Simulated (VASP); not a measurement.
A run of VASP 6.6.1 is set up as follows.

INCAR

```
PREC = Accurate ; ENCUT = 520
EDIFF = 1E-7 ; ISMEAR = -1
SIGMA = 0.1 ; LREAL = False
LASPH = True ; NELM = 80
ALGO = Normal ; ISIF = 2
LWAVE = False ; LCHARG = False
GGA = RE ; NBANDS = 22
```

Contents of KPOINTS:

```
regular mesh
0
Gamma
  15 15 4
```

POSCAR

```
Re
1.0
    2.7840733746      0.0000000000      0.0000000000
   -1.3920366873      2.4110782684      0.0000000000
    0.0000000000      0.0000000000      8.9751892581
Re
4
Direct
    1.0000000000      1.0000000000      0.0000000000
    1.0000000000      1.0000000000      0.5000000000
    0.3333333333      0.6666666667      0.2500000000
    0.6666666667      0.3333333333      0.7500000000
```

Potentials or basis: VASP PAW PBE potentials, release 64 (Re).

Run with:

```bash
$ cat potpaw_PBE.64/Re/POTCAR > POTCAR
$ mpirun -np 1 vasp_std > vasp.out
```

**Question.** Estimate the pressure.

**Answer.** -0.6 GPa.

**Question.** Predict the band gap on the k mesh.

**Answer.** Zero (band 14 reaches 9.00 eV, above the bottom of band 15 at 6.54 eV).

Stress tensor (GPa, compression positive):
```
-0.61  0.00  0.00
 0.00 -0.61  0.00
 0.00  0.00 -0.48
```

Caveat: the PAW data sets were made with another functional, which shifts forces and pressure a little; spin-orbit coupling is left out, which moves the levels of the heavy elements.
